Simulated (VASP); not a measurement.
# Al16BN14 (a cell with a defect) in VASP: single point with PBE

Aim: the single point of Al16BN14 (a cell with a defect) with PBE.

Everything below comes from runs of VASP 6.6.1. Logs are shortened: lines on timing, memory, paths and dates and some standing lists are left out, and cuts for length are marked.

**1. The cell of the first run**

The cell holds a defect, 31 atoms: a = 6.260 Å, b = 6.260 Å, c = 10.035 Å, α = 90.00°, β = 90.00°, γ = 120.00°.

**2. Single point, PBE, collinear spin**

INCAR

```
SYSTEM = Al16BN14
PREC     = Accurate       ! precision mode
ENCUT    = 520            ! plane-wave cutoff, eV
EDIFF    = 1E-6           ! SCF threshold, eV
ISMEAR   = 0              ! smearing method
SIGMA    = 0.01           ! smearing width, eV
LREAL    = Auto         
LASPH    = .TRUE.         ! aspherical terms in the spheres
NELM     = 200            ! most SCF steps
ALGO     = Normal         ! electronic algorithm
ISIF     = 2              ! what is computed and relaxed
LWAVE    = .FALSE.        ! write WAVECAR
LCHARG   = .FALSE.        ! write CHGCAR
ISPIN    = 2              ! spin polarisation
MAGMOM   = 0 0 0 0 0 0.02 0 0 0 0.02 0 0 0.01 0.03 0 0 0 0 0 0 0.06 0 0.02 0.07 0 0 0.03 0.04 0 0 0.28 ! initial moments
LORBIT   = 11             ! projections on sites
NUPDOWN  = 1.0            ! fixed moment
GGA      = PE             ! functional
NBANDS   = 86             ! bands
GGA_COMPAT= .FALSE.
```

KPOINTS

```
Automatic mesh
0
Gamma
  1 1 1
  0.25 0.25 0.25
```

POSCAR

```
Al16BN14
1.0
    6.2595139100      0.0000000600      0.0000000000
   -3.1297570100      5.4208980300      0.0000000000
    0.0000000000      0.0000000000     10.0348065900
Al N B
16 14 1
Direct
    0.3333333300      0.1666666700      0.2496176900
    0.1666666700      0.3333333300      0.4996176900
    0.3333333300      0.1666666700      0.7496176900
    0.1666666700      0.3333333300      0.9996176900
    0.3333333300      0.6666666700      0.2496176900
    0.1666666700      0.8333333300      0.4996176900
    0.3333333300      0.6666666700      0.7496176900
    0.1666666700      0.8333333300      0.9996176900
    0.8333333300      0.1666666700      0.2496176900
    0.6666666700      0.3333333300      0.4996176900
    0.8333333300      0.1666666700      0.7496176900
    0.6666666700      0.3333333300      0.9996176900
    0.8333333300      0.6666666700      0.2496176900
    0.6666666700      0.8333333300      0.4996176900
    0.8333333300      0.6666666700      0.7496176900
    0.6666666700      0.8333333300      0.9996176900
    0.3333333300      0.1666666700      0.4403823100
    0.1666666700      0.3333333300      0.1903823100
    0.3333333300      0.1666666700      0.9403823100
    0.1666666700      0.3333333300      0.6903823100
    0.3333333300      0.6666666700      0.4403823100
    0.3333333300      0.6666666700      0.9403823100
    0.1666666700      0.8333333300      0.6903823100
    0.8333333300      0.1666666700      0.4403823100
    0.6666666700      0.3333333300      0.1903823100
    0.8333333300      0.1666666700      0.9403823100
    0.6666666700      0.3333333300      0.6903823100
    0.6666666700      0.8333333300      0.1903823100
    0.8333333300      0.6666666700      0.9403823100
    0.6666666700      0.8333333300      0.6903823100
    0.8333333300      0.6666666700      0.4403823100
```

Potentials or basis: VASP PAW PBE potentials, release 64 (Al, N, B).

Started as:

```bash
cat potpaw_PBE.64/Al/POTCAR potpaw_PBE.64/N/POTCAR potpaw_PBE.64/B/POTCAR > POTCAR
mpirun -np 1 vasp_std > vasp.out
```

OUTCAR:

```text
SYSTEM = Al16BN14
   PREC = Accurate
   ENCUT = 520
   EDIFF = 1E-6
   ISMEAR = 0
   LREAL = Auto
   LASPH = .TRUE.
   NELM = 200
   ISIF = 2
   ISPIN = 2
   LORBIT = 11
   NUPDOWN = 1.0
   GGA = PE

 ion  position               nearest neighbor table
   1  0.333  0.167  0.250-  18 1.90  25 1.90  17 1.91   4 3.09   2 3.09  12 3.09  10 3.09   8 3.09
                             6 3.09  13 3.13  13 3.13   9 3.13   9 3.13   5 3.13   5 3.13
   2  0.167  0.333  0.500-  17 1.90  24 1.90  21 1.90  20 1.91   1 3.09   3 3.09   9 3.09  11 3.09
                             5 3.09   7 3.09  14 3.13  14 3.13  10 3.13  10 3.13   6 3.13   6 3.13
   3  0.333  0.167  0.750-  20 1.90  27 1.90  23 1.90  19 1.91   2 3.09   4 3.09  10 3.09  12 3.09
                             6 3.09   8 3.09  15 3.13  15 3.13  11 3.13  11 3.13   7 3.13   7 3.13
   4  0.167  0.333  1.000-  19 1.90  26 1.90  22 1.90  18 1.91   1 3.09   3 3.09   9 3.09  11 3.09
                             5 3.09   7 3.09  16 3.13  16 3.13  12 3.13  12 3.13   8 3.13   8 3.13
   5  0.333  0.667  0.250-  28 1.90  18 1.90  21 1.91   8 3.09   6 3.09  16 3.09  14 3.09   4 3.09
                             2 3.09   9 3.13   9 3.13  13 3.13  13 3.13   1 3.13   1 3.13
   6  0.167  0.833  0.500-  21 1.90  31 1.90  17 1.90  23 1.91   5 3.09   7 3.09  13 3.09  15 3.09
                             1 3.09   3 3.09  10 3.13  10 3.13  14 3.13  14 3.13   2 3.13   2 3.13
   7  0.333  0.667  0.750-  23 1.90  30 1.90  20 1.90  22 1.91   6 3.09   8 3.09  14 3.09  16 3.09
                             2 3.09   4 3.09  11 3.13  11 3.13  15 3.13  15 3.13   3 3.13   3 3.13
   8  0.167  0.833  1.000-  22 1.90  29 1.90  19 1.90   7 3.09   5 3.09  15 3.09  13 3.09   3 3.09
                             1 3.09  12 3.13  12 3.13  16 3.13  16 3.13   4 3.13   4 3.13
   9  0.833  0.167  0.250-  25 1.90  18 1.90  28 1.90  24 1.91  10 3.09  12 3.09   2 3.09   4 3.09
[... 16 lines left out ...]
  18  0.167  0.333  0.190-   1 1.90   9 1.90   5 1.90   4 1.91
  19  0.333  0.167  0.940-   4 1.90  12 1.90   8 1.90   3 1.91
  20  0.167  0.333  0.690-   3 1.90  11 1.90   7 1.90   2 1.91
  21  0.333  0.667  0.440-   6 1.90  14 1.90   2 1.90   5 1.91
  22  0.333  0.667  0.940-   8 1.90  16 1.90   4 1.90   7 1.91
  23  0.167  0.833  0.690-   7 1.90  15 1.90   3 1.90   6 1.91
  24  0.833  0.167  0.440-  10 1.90   2 1.90  14 1.90   9 1.91
  25  0.667  0.333  0.190-   9 1.90   1 1.90  13 1.90  12 1.91
  26  0.833  0.167  0.940-  12 1.90   4 1.90  16 1.90  11 1.91
  27  0.667  0.333  0.690-  11 1.90   3 1.90  15 1.90  10 1.91
  28  0.667  0.833  0.190-  13 1.90   5 1.90   9 1.90  16 1.91
  29  0.833  0.667  0.940-  16 1.90   8 1.90  12 1.90  15 1.91
  30  0.667  0.833  0.690-  15 1.90   7 1.90  11 1.90  14 1.91
  31  0.833  0.667  0.440-  14 1.90   6 1.90  10 1.90  13 1.91

  LATTYP: Found a hexagonal cell.
 ALAT       =     6.2595139100
 C/A-ratio  =     1.6031287308

  Lattice vectors:

 A1 = (   6.2595139100,   0.0000000600,   0.0000000000)
 A2 = (  -3.1297570100,   5.4208980300,   0.0000000000)
 A3 = (   0.0000000000,   0.0000000000,  10.0348065900)

Analysis of symmetry for initial positions (statically):
=====================================================================
 Subroutine PRICEL returns:
 Original cell was already a primitive cell.

 Routine SETGRP: Setting up the symmetry group for a
 hexagonal supercell.

 Subroutine GETGRP returns: Found  2 space group operations
 (whereof  1 operations were pure point group operations)
 out of a pool of 24 trial point group operations.

The static configuration has the point symmetry C_1 .
 The point group associated with its full space group is C_1h.

Analysis of symmetry for dynamics (positions and initial velocities):
=====================================================================
 Subroutine PRICEL returns:
 Original cell was already a primitive cell.

 Routine SETGRP: Setting up the symmetry group for a
 hexagonal supercell.

 Subroutine GETGRP returns: Found  2 space group operations
 (whereof  1 operations were pure point group operations)
 out of a pool of 24 trial point group operations.

The dynamic configuration has the point symmetry C_1 .
 The point group associated with its full space group is C_1h.

Analysis of structural, dynamic, and magnetic symmetry:
=====================================================================
 Subroutine PRICEL returns:
 Original cell was already a primitive cell.

 Routine SETGRP: Setting up the symmetry group for a
 hexagonal supercell.

 Subroutine GETGRP returns: Found  1 space group operations
 (whereof  1 operations were pure point group operations)
 out of a pool of 24 trial point group operations.

The overall configuration has the point symmetry C_1 .

 Subroutine INISYM returns: Found  1 space group operations
 (whereof  1 operations are pure point group operations),
 and found     1 'primitive' translations

[... 133 lines left out ...]
   EDIFF  = 0.1E-05   stopping-criterion for ELM
   LREAL  =      T    real-space projection
   EDIFFG = 0.1E-04   stopping-criterion for IOM
   NSW    =      0    number of steps for IOM
   IBRION =     -1    ionic relax: 0-MD 1-quasi-New 2-CG
   NFREE  =      0    steps in history (QN), initial steepest desc. (CG)
   ISIF   =      2    stress and relaxation
   ISYM   =      2    0-nonsym 1-usesym 2-fastsym
   POTIM  = 0.5000    time-step for ionic-motion
   TEBEG  =    0.0;   TEEND  =   0.0 temperature during run
   PSTRESS=    0.0 pullay stress
   NELECT =     121.0000    total number of electrons
   NUPDOWN=       1.0000    fix difference up-down
   EMIN   =  10.00;   EMAX   =-10.00  energy-range for DOS
   EFERMI =   0.00;   METHOD = LEGACY
   ISMEAR =     0;   SIGMA  =   0.01  broadening in eV -4-tet -1-fermi 0-gaus
   EFERMI_NEDOS =   21; number of points for ismear=-14 and -15
   IALGO  =     38    algorithm
   IMIX   =      4    mixing-type and parameters
     AMIX     =   0.40;   BMIX     =  1.00
     AMIX_MAG =   1.60;   BMIX_MAG =  1.00
  volume/ion in A,a.u.               =      10.98        74.12
  Fermi-wavevector in a.u.,A,eV,Ry     =   1.159568  2.191266 18.294375  1.344599
  Thomas-Fermi vector in A             =   2.296160
   LORBIT       =     11    0 simple, 1 ext, 2 COOP (PROOUT), +10 PAW based schemes
   GGA     = PE    functional components
   LHFCALC =     F    Hartree Fock is set to
   AEXX    =    0.0000 exact exchange contribution
   IVDW    =     0    specifies the selected vdW correction
   LEPSILON=     F    determine dielectric tensor
   LRPA    =     F    only Hartree local field effects (RPA)
 spin polarized calculation
 Gauss-broadening in eV      SIGMA  =   0.01
  energy-cutoff  :      520.00
  volume of cell :      340.50
 maximum number of plane-waves:      9148
 NGX is ok and might be reduce to    48
   NGX = 23   NGY = 23   NGZ = 37

 number of electron     120.9999984 magnetization       0.9999734

 Free energy of the ion-electron system (eV)
  ---------------------------------------------------
  ext. energy  EPLUGINS =         0.00000000
  ---------------------------------------------------
  free energy    TOTEN  =      -219.27580993 eV

  energy without entropy =     -219.27580993  energy(sigma->0) =     -219.27580993

 E-fermi :   7.3138     XC(G=0): -10.7539

 val. band max:        7.2109240394   @ k =   0.5000   0.2500   0.2500
 cond. band min:       7.4644355084   @ k =   0.2500   0.5000   0.2500
 fundamental gap:      0.2535114690
 Fermi energy:         7.0539373925

 spin component 1

 k-point     1 :       0.2500    0.2500    0.2500
  band No.  band energies     occupation
      1      -8.7613      1.00000
      2      -8.2709      1.00000
      3      -8.2071      1.00000
      4      -8.0623      1.00000
      5      -7.7575      1.00000
      6      -7.6761      1.00000
[... 439 lines left out ...]
     71      12.4841      0.00000
     72      12.7203      0.00000
 Fermi energy:         7.3138403272

 spin component 2

 k-point     1 :       0.2500    0.2500    0.2500
  band No.  band energies     occupation
      1      -8.7501      1.00000
      2      -8.2589      1.00000
      3      -8.1879      1.00000
      4      -8.0482      1.00000
      5      -7.7370      1.00000
      6      -7.6517      1.00000
[... 439 lines left out ...]
     71      12.5056      0.00000
     72      12.7543      0.00000
 [bands above 72 left out]

------------------------ aborting loop because EDIFF is reached ----------------------------------------

  FORCE on cell =-STRESS in cart. coord.  units (eV):
  Direction    XX          YY          ZZ          XY          YZ          ZX
  --------------------------------------------------------------------------------------
  -------------------------------------------------------------------------------------
  Total        6.7716397      6.3378057      9.3749469      0.3757123     -0.0379997     -0.0658128
  in kB       31.8627731     29.8214425     44.1121823      1.7678487     -0.1788008     -0.3096706
  external PRESSURE =      35.2654660 kB  Pullay stress =       0.0000000 kB

 VOLUME and BASIS-vectors are now :
 -----------------------------------------------------------------------------
  energy-cutoff  :      520.00
  volume of cell :      340.50
      direct lattice vectors                 reciprocal lattice vectors
     6.259513910  0.000000060  0.000000000     0.159756813  0.092235641  0.000000000
    -3.129757010  5.420898030  0.000000000    -0.000000002  0.184471279  0.000000000
     0.000000000  0.000000000 10.034806590     0.000000000  0.000000000  0.099653141

 POSITION                                       TOTAL-FORCE (eV/Angst)
 -----------------------------------------------------------------------------------
      1.56488      0.90348      2.50487         0.132798      0.285269      0.673923
      0.00000      1.80697      5.01357        -0.259723     -0.149949     -0.037438
      1.56488      0.90348      7.52227         0.127575     -0.051454     -0.348914
      0.00000      1.80697     10.03097        -0.125025     -0.072183     -0.058724
     -0.00000      3.61393      2.50487         0.313450     -0.027628      0.673923
     -1.56488      4.51742      5.01357         1.388179      0.801465      0.418164
[... 23 lines left out ...]
      1.56488      4.51742      6.92785        -0.366443      0.144710      0.793552
      3.12976      3.61393      4.41915         0.303171      0.175036     -0.749807
 -----------------------------------------------------------------------------------
    total drift:                                0.000072      0.000042      0.069779

  FREE ENERGIE OF THE ION-ELECTRON SYSTEM (eV)
  ---------------------------------------------------
  free  energy   TOTEN  =      -219.2758099300 eV

  energy  without entropy=     -219.2758099300  energy(sigma->0) =     -219.27580993

 total charge

# of ion       s       p       d       tot
------------------------------------------
    1        0.370   0.388   0.000   0.759
    2        0.372   0.424   0.000   0.796
    3        0.374   0.429   0.000   0.803
    4        0.374   0.430   0.000   0.803
    5        0.370   0.388   0.000   0.759
    6        0.400   0.450   0.000   0.850
[... 23 lines left out ...]
   30        1.232   2.605   0.000   3.838
   31        0.805   1.400   0.000   2.205
--------------------------------------------------
tot         24.183  44.654   0.000  68.837

 magnetization (x)

# of ion       s       p       d       tot
------------------------------------------
    1       -0.000  -0.000   0.000  -0.001
    2       -0.000  -0.000   0.000  -0.000
    3       -0.000   0.001   0.000   0.001
    4       -0.000   0.000   0.000  -0.000
    5       -0.000  -0.000   0.000  -0.001
    6        0.013   0.034   0.000   0.047
[... 23 lines left out ...]
   30        0.000   0.008   0.000   0.009
   31        0.012   0.296   0.000   0.308
--------------------------------------------------
tot          0.048   0.562   0.000   0.610
```

Wall time 14 min (1 thread of Intel Xeon Platinum 8259CL at 2.50GHz (Skylake/Cascade Lake), shared host); peak memory 0.7 GiB.

What came out:

```
Free energy                                           : -219.2758 eV
Pressure                                              : 3.5 GPa
Largest force                                         : 1.722 eV/Å
Net moment                                            : 1.00 μB per cell
Site moments                                          : Al -0.00, +0.00, +0.05, +0.02 (each value once); N +0.03, -0.00, +0.00, +0.04, +0.02, +0.01 (each value once); B +0.31 μB
Valence electrons inside the program's atomic spheres : Al 0.76, 0.80, 0.85, 0.79, 0.86, 0.83 (each value once); N 3.83, 3.84 (each value once); B 2.21
```

Forces in eV/Å, atoms in the order of the input:
```
Al   0.133  0.285  0.674
Al  -0.260 -0.150 -0.037
Al   0.128 -0.051 -0.349
Al  -0.125 -0.072 -0.059
Al   0.313 -0.028  0.674
Al   1.388  0.801  0.418
Al   0.019  0.136 -0.349
Al   0.243  0.140 -0.317
Al  -0.067 -0.039  0.932
Al   0.181 -1.557  0.713
Al  -0.152 -0.088 -0.233
Al   0.106 -0.198  0.034
Al  -0.214 -0.124 -0.916
Al  -1.258  0.935  0.713
Al  -0.009 -0.005 -0.969
Al  -0.118  0.190  0.034
N    0.064 -0.263 -0.661
N    0.003  0.002 -0.378
N   -0.103 -0.029  0.344
N    0.076  0.044  0.137
N   -0.196  0.187 -0.661
N   -0.077 -0.074  0.344
N    0.266  0.153  0.621
N   -0.003 -0.002 -0.318
N   -0.086 -0.310 -0.924
N    0.085  0.049  0.112
N   -0.058 -0.390  0.794
N   -0.312  0.081 -0.924
N    0.095  0.055  0.508
N   -0.366  0.145  0.794
B    0.303  0.175 -0.750
```

Caveat: the k points lie up to 0.58 Å⁻¹ apart; the total moment is fixed, so each spin has its own Fermi level and the state may be an excited one.
